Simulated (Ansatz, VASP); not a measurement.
## MgO in VASP and in Ansatz

Contents of INCAR:

```
SYSTEM = MgO
ALGO = Normal
EDIFF = 1E-7
ENCUT = 520
ISIF = 2
ISMEAR = 0
LASPH = .True.
LCHARG = .False.
LREAL = .False.
LWAVE = .False.
NBANDS = 36
NELM = 100
PREC = Accurate
SIGMA = 0.05
```

File KPOINTS:

```
k-points
0
Gamma
  4 4 4
  0 0 0
```

File POSCAR:

```
MgO
1.0
    5.5230736673      0.0000000000      0.0000000000
    0.0000000000      5.5230736673      0.0000000000
    0.0000000000      0.0000000000      5.5230736673
Mg O
6 6
Direct
    0.2500000000      0.0055313840      0.5000000000
    0.0000000000      0.4944686160      0.2500000000
    0.5000000000      0.7500000000      0.0000000000
    0.7500000000      0.0055313840      0.5000000000
    0.0000000000      0.4944686160      0.7500000000
    0.5000000000      0.2500000000      0.0000000000
    0.2500000000      0.5321580843      0.0000000000
    0.5000000000     -0.0321580843      0.2500000000
    0.0000000000      0.7500000000      0.5000000000
    0.7500000000      0.5321580843      0.0000000000
    0.5000000000     -0.0321580843      0.7500000000
    0.0000000000      0.2500000000      0.5000000000
```

Input for Ansatz:

```yaml
crystal:
  lattice:
    - [5.5230736673, 0.0, 0.0]
    - [0.0, 5.5230736673, 0.0]
    - [0.0, 0.0, 5.5230736673]
  atoms:
    - { symbol: Mg, position: [0.25, 0.005531384, 0.5] }
    - { symbol: Mg, position: [0.0, 0.494468616, 0.25] }
    - { symbol: Mg, position: [0.5, 0.75, 0.0] }
    - { symbol: Mg, position: [0.75, 0.005531384, 0.5] }
    - { symbol: Mg, position: [0.0, 0.494468616, 0.75] }
    - { symbol: Mg, position: [0.5, 0.25, 0.0] }
    - { symbol: O, position: [0.25, 0.5321580843, 0.0] }
    - { symbol: O, position: [0.5, -0.0321580843, 0.25] }
    - { symbol: O, position: [0.0, 0.75, 0.5] }
    - { symbol: O, position: [0.75, 0.5321580843, 0.0] }
    - { symbol: O, position: [0.5, -0.0321580843, 0.75] }
    - { symbol: O, position: [0.0, 0.25, 0.5] }
basis:
  ecutwfc: 520.0
kpoints:
  mp_grid: { grid: [4, 4, 4] }
hamiltonian:
  xc: lda
  pseudopotentials: { kind: paw, azcp: { folder: soft_1 } }
scf:
  occupations: { method: gaussian, width: 0.05 }
output:
  forces: true
  stress: true
  eigenvalues: true
```

Change from the starting cell: mode 14 frozen in at -0.043 Å and mode 24 at +0.144 Å (largest displacements).

Alike in both runs: task single point; functional LDA; k mesh 4 × 4 × 4; occupations gaussian, width 0.05 eV; no spin polarisation.

```csv
,VASP,Ansatz
version,VASP 6.6.1,Ansatz 0.2.0
potentials or method,"VASP PAW LDA potentials, release 64 (Mg, O), cutoff 520 eV","scalar-relativistic, plane waves, PAW"
valence electrons in the cell,48,96
```

Ansatz gave:

```
gap on the k mesh at the Fermi level (eV)                     : 2.62
least direct gap on the mesh (eV)                             : 2.62
pressure (GPa)                                                : 1.0
traceless stress, the component that is largest in VASP (GPa) : -0.68
rms of the force components (eV/Å)                            : 0.957
```

Problem. Estimate VASP's values.

Solution. gap on the k mesh at the Fermi level (eV): 2.61; least direct gap on the mesh (eV): 2.61; pressure (GPa): 0.3; traceless stress, the component that is largest in VASP (GPa): -0.66; rms of the force components (eV/Å): 0.982.

Ansatz warns that its potentials were made for another functional, while VASP's fit it. LDA's correlation is that of Perdew and Zunger in VASP and of Perdew and Wang (1992) in Ansatz. Atom by atom the forces differ by 0.026 eV/Å (rms over components). VASP's potentials hold 48 valence electrons a cell and Ansatz's 96, so a difference there can come from the potentials and not from the codes.
